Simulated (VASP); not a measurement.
Write the native input for VASP 6.6.1 that does the following.

```
Task                   : single point
Functional             : LDA
Potentials or basis    : VASP PAW LDA potentials, release 64 (Li_sv, F)
Cutoff                 : 520 eV
k mesh                 : 10 × 10 × 10
Occupations            : gaussian, width 0.05 eV
Spin                   : no spin polarisation
Dipole correction      : no
Further INCAR settings : ALGO = Normal; EDIFF = 1e-06; NBANDS = 12
```

The structure of LiF lies in POSCAR:

```
LiF
1.0
    0.0000000000      2.0140000000      2.0140000000
    2.0140000000      0.0000000000      2.0140000000
    2.0140000000      2.0140000000      0.0000000000
Li F
1 1
Direct
    0.0000000000      0.0000000000      0.0000000000
    0.5000000000      0.5000000000      0.5000000000
```

The input as run:

INCAR

```
ALGO     = Normal         # electronic algorithm
EDIFF    = 1E-6           # SCF threshold, eV
ENCUT    = 520            # plane-wave cutoff, eV
ISIF     = 2              # what is computed and relaxed
ISMEAR   = 0              # smearing method
LASPH    = T              # aspherical terms in the spheres
LCHARG   = F              # write CHGCAR
LREAL    = F              # projectors in reciprocal space
LWAVE    = F              # write WAVECAR
NBANDS   = 12             # bands
NELM     = 60             # most SCF steps
PREC     = Accurate       # precision mode
SIGMA    = 0.05           # smearing width, eV
```

KPOINTS

```
k-points
0
Gamma
  10 10 10
```

Potentials or basis: VASP PAW LDA potentials, release 64 (Li_sv, F).

Launch:

```sh
$ cat potpaw_LDA.64/Li_sv/POTCAR potpaw_LDA.64/F/POTCAR > POTCAR
$ mpirun -np 1 vasp_std > vasp.out
```

It gave:

```
Band gap on the k mesh : 8.83 eV, direct
```

Run time: 6.1 s on 1 thread of Intel(R) Xeon(R) Platinum 8259CL CPU @ 2.50GHz (Skylake/Cascade Lake) (shared host), peak memory 0.12 GiB.
